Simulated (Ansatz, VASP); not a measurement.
Two plane-wave programs on SnO2

File INCAR:

```
PREC     = Accurate       # precision mode
ENCUT    = 520            # plane-wave cutoff, eV
EDIFF    = 1E-7           # SCF threshold, eV
ISMEAR   = -1             # smearing method
SIGMA    = 0.05           # smearing width, eV
LREAL    = F              # projectors in reciprocal space
LASPH    = T              # aspherical terms in the spheres
NELM     = 80             # most SCF steps
ALGO     = Normal         # electronic algorithm
ISIF     = 2              # what is computed and relaxed
LWAVE    = F              # write WAVECAR
LCHARG   = F              # write CHGCAR
GGA      = PS             # functional
NBANDS   = 20             # bands
```

Contents of KPOINTS:

```
Automatic mesh
0
Gamma
  10 10 10
```

POSCAR

```
SnO2
1.0
    1.6278026130      0.9398122768      4.8323855144
   -1.6278026130      0.9398122768      4.8323855144
    0.0000000000     -1.8796245536      4.8323855144
Sn O
1 2
Direct
    0.5000000000      0.5000000000      0.5000000000
    0.7628300000      0.7628300000      0.7628300000
    0.2371700000      0.2371700000      0.2371700000
```

File input.yaml:

```yaml
crystal:
  lattice:
    - [1.627802613, 0.9398122768, 4.8323855144]
    - [-1.627802613, 0.9398122768, 4.8323855144]
    - [0.0, -1.8796245536, 4.8323855144]
  atoms:
    - { symbol: Sn, position: [0.5, 0.5, 0.5] }
    - { symbol: O, position: [0.76283, 0.76283, 0.76283] }
    - { symbol: O, position: [0.23717, 0.23717, 0.23717] }
hamiltonian:
  xc: pbesol
  pseudopotentials: { kind: paw }
kpoints:
  mp_grid: { grid: [10, 10, 10] }
scf:
  occupations: { method: fermi_dirac, width: 0.05 }
output:
  forces: true
  stress: true
  eigenvalues: true
  write_density: true
  write_potential: true
  elf: true
  volumetric_format: npy
```

Alike in both runs: task single point; functional PBEsol; k mesh 10 × 10 × 10; occupations fermi-dirac, width 0.05 eV; no spin polarisation.

```csv
,VASP,Ansatz
version,VASP 6.6.1,Ansatz 0.2.0
potentials or method,"VASP PAW PBE potentials, release 64 (Sn_d, O)",Ansatz PAW
plane-wave cutoff (eV),520,420
valence electrons in the cell,26,26
```

```tsv
	VASP	Ansatz	Ansatz less VASP
gap on the k mesh at the Fermi level (eV)	1.73	1.75	+0.021
least direct gap on the mesh (eV)	1.83	1.85	+0.016
pressure (GPa)	-7.1	-7.6	-0.47
traceless stress, the component that is largest in VASP (GPa)	2.07	2.41	+0.343
rms of the force components (eV/Å)	0.255	0.276	+0.0213
```

VASP's potentials were made for PBE, not for PBEsol. Atom by atom the forces differ by 0.021 eV/Å (rms over components). With one functional, cell and mesh, what is left measures potentials, basis and numerics.
